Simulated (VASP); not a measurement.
Co:

```
CELL_PARAMETERS angstrom
2.43659 0.00000 0.00000
-1.21829 2.11015 0.00000
0.00000 0.00000 3.98034
ATOMIC_POSITIONS crystal
Co 0.33333 0.66667 0.74014
Co 0.66667 0.33333 0.25986
```

Program: VASP 6.6.1. Alike in all runs: task single point; spin collinear, ferromagnetic start; cell as given; k mesh 12 × 12 × 7; cutoff (eV) 520; smearing fermi-dirac 0.05 eV.

Question: Order these runs on this cell by their pressure, lowest first.
A. level r2SCAN; potentials or basis VASP PAW PBE potentials, release 64 (Co)
B. level LDA; potentials or basis VASP PAW LDA potentials, release 64 (Co)
C. level PBEsol; potentials or basis VASP PAW PBE potentials, release 64 (Co)

Answer: B (-6.0 GPa), C (3.2 GPa), A (11.3 GPa).

Caveats: the PAW data sets were made with another functional, which shifts forces and pressure a little (some runs).
